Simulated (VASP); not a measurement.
SiSe3, 12 atoms in the cell. It takes space group P6/mmm (No. 191, hexagonal). The conventional cell has a = 10.327 Å, b = 10.327 Å, c = 4.896 Å, α = 90.00°, β = 90.00°, γ = 120.00°. Si (site symmetry mmm) has 6 Se at 2.45 to 2.58 Å within 3.2 Å. Se (site symmetry mmm) has 2 Si at 2.45 Å within 3.2 Å. Within 3.4 Å of Se (site symmetry mm2) lie 2 Si at 2.58 Å and 2 Se at 2.72 Å. 

| Item | Value |
| --- | --- |
| Program | VASP 6.6.1 |
| Task | single point |
| Functional | PBE |
| Potentials or basis | VASP PAW PBE potentials, release 64 (Si, Se) |
| Cutoff | 520 eV |
| k mesh | 6 × 6 × 8 |
| Occupations | gaussian, width 0.1 eV |
| Spin | no spin polarisation |
| Dipole correction | no |
| Further INCAR settings | ALGO = Normal; EDIFF = 1e-06; NBANDS = 45 |

Potentials or basis: VASP PAW PBE potentials, release 64 (Si, Se).

Command:

```console
$ cat potpaw_PBE.64/Si/POTCAR potpaw_PBE.64/Se/POTCAR > POTCAR
$ mpirun -np 1 vasp_std > vasp.out
```

Hardware: 1 thread of Intel Xeon 8259CL, on a shared host.

Q: How long does it take, and how much memory?

A: Run time: 28 min on 1 thread of Intel Xeon 8259CL, with other jobs on the host, peak memory 0.87 GiB. Counts: scf iterations 17, k points 35.
